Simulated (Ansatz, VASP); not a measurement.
## Ge in VASP and in Ansatz

```
CELL_PARAMETERS angstrom
0.00000 2.82877 2.91363
2.82877 0.00000 2.91363
2.82877 2.82877 0.00000
ATOMIC_POSITIONS crystal
Ge 0.50000 0.50000 0.50000
Ge 0.75000 0.75000 0.75000
```

Change from the starting cell: zz strain of +3 %, PAW files.

Alike in both runs: task electric field gradients; functional PBE; k mesh 10 × 10 × 10; occupations fermi-dirac, width 0.05 eV; no spin polarisation.

|  | VASP | Ansatz |
| --- | --- | --- |
| version | VASP 6.6.1 | Ansatz 0.2.0 |
| potentials or method | VASP PAW PBE potentials, release 64 (Ge_d) | PAW with Ansatz's default frozen-core files, scalar-relativistic |
| plane-wave cutoff (eV) | 520 | 420 |
| valence electrons in the cell | 28 | 28 |

VASP gave:

| Property | Result |
| --- | --- |
| pressure (GPa) | 1.5 |
| traceless stress, the component that is largest in VASP (GPa) | -1.41 |
| size of Vzz on the site where it differs most (V/Å²) | 1.2 |

Question: Which values does Ansatz return?

Answer: Pressure (GPa): 1.6; traceless stress, the component that is largest in VASP (GPa): -1.41; size of Vzz on the site where it differs most (V/Å²): 1.4.
